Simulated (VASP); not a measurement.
Wanted: the native input for a VASP 6.6.1 run.

```
Task                   : single point
Functional             : PBEsol
Potentials or basis    : VASP PAW PBE potentials, release 64 (Si, O, Cl)
Cutoff                 : 520 eV
k mesh                 : 2 × 2 × 1
Occupations            : fermi-dirac, width 0.05 eV
Spin                   : no spin polarisation
Dipole correction      : no
Further INCAR settings : LREAL = Auto; ALGO = Normal; EDIFF = 1e-06; NBANDS = 92
```

The structure of Si9Cl2O16 lies in POSCAR:

```
Si9Cl2O16
1.0
    5.8463590000      0.0000000000      0.0000000000
    0.0000000000      5.3080000000      0.0000000000
    0.0000000000      0.0000000000     15.7098270000
Si O Cl
9 16 2
Direct
    0.0000000000      0.0000000000      0.0636544000
    0.5000000000      0.2500000000      0.0636544000
    0.5055245503      0.0016614674      0.2661168207
   -0.0002580679      0.2568332008      0.2560036274
    0.0000000000      0.5000000000      0.0636544000
    0.5000000000      0.7500000000      0.0636544000
    0.5036969412      0.5004855085      0.2853951276
   -0.0008358196      0.7413662808      0.2562578503
    0.7979653804      1.0134115474      0.4199092773
    0.0050588511     -0.0006997154      0.1784644959
    0.1944000000      0.2500000000      0.0636544000
    0.4970968127     -0.0002466365      0.1316859029
    0.8056000000      0.2500000000      0.0636544000
    0.5478722592      0.0118730356      0.3738995423
    0.6932224979      0.2544982064      0.2471098483
   -0.0196665674     -0.0055786225      0.3311293420
    0.3077390493      0.2470517518      0.2582355012
    0.0080982069      0.5003338974      0.1731250670
    0.1944000000      0.7500000000      0.0636544000
    0.4973289389      0.5001334432      0.1250773387
    0.8056000000      0.7500000000      0.0636544000
    0.5252366951      0.4901400916      0.3863808833
    0.6917356029      0.7459556240      0.2487882535
   -0.0034012144      0.4990915472      0.3223331101
    0.3085107496      0.7540684810      0.2598766206
    0.9787757085      1.2672115304      0.4875132623
    0.7643211277      0.7585609858      0.5144232497
```

The input as run:

INCAR

```
PREC = Accurate
ENCUT = 520
EDIFF = 1E-6
ISMEAR = -1
SIGMA = 0.05
LREAL = Auto
LASPH = T
NELM = 60
ALGO = Normal
ISIF = 2
LWAVE = F
LCHARG = T
GGA = PS
LELF = T
LVHAR = T
NBANDS = 92
```

KPOINTS

```
regular mesh
0
Gamma
  2 2 1
```

Potentials or basis: VASP PAW PBE potentials, release 64 (Si, O, Cl).

Launch:

```bash
$ cat potpaw_PBE.64/Si/POTCAR potpaw_PBE.64/O/POTCAR potpaw_PBE.64/Cl/POTCAR > POTCAR
$ mpirun -np 1 vasp_std > vasp.out
```

It gave:

```
Largest force          : 5.802 eV/Å
Band gap on the k mesh : zero (bands 73 and 74 overlap by 0.25 eV)
```

Caveat: the k points lie up to 0.59 Å⁻¹ apart; the PAW data sets were made with another functional, which shifts forces and pressure a little.

Wall time 4.2 min on 1 thread of Intel(R) Xeon(R) 6975P-C (Granite Rapids), on a shared host, peak memory 0.54 GiB.
